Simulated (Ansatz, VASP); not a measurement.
**Two plane-wave programs on SrO**

```
CELL_PARAMETERS angstrom
0.00000 2.63049 2.63049
2.63049 0.00000 2.63049
2.63049 2.63049 0.00000
ATOMIC_POSITIONS crystal
Sr 0.50000 0.50000 0.50000
O 0.00000 0.00000 0.00000
```

Alike in both runs: task single point; functional r2SCAN; k mesh 8 × 8 × 8; no spin polarisation.

|  | VASP | Ansatz |
| --- | --- | --- |
| version | VASP 6.6.1 | Ansatz 0.2.0 |
| potentials or method | VASP PAW PBE potentials, release 64 (Sr_sv, O) | plane waves, PAW |
| plane-wave cutoff (eV) | 520 | 500 |
| occupations | gaussian, width 0.01 eV | fixed |
| valence electrons in the cell | 16 | 16 |

```tsv
	VASP	Ansatz	Ansatz less VASP
gap on the k mesh at the Fermi level (eV)	3.77	3.81	+0.046
pressure (GPa)	-4.4	-4.8	-0.40
```

VASP's potentials were made for PBE, not for r2SCAN.
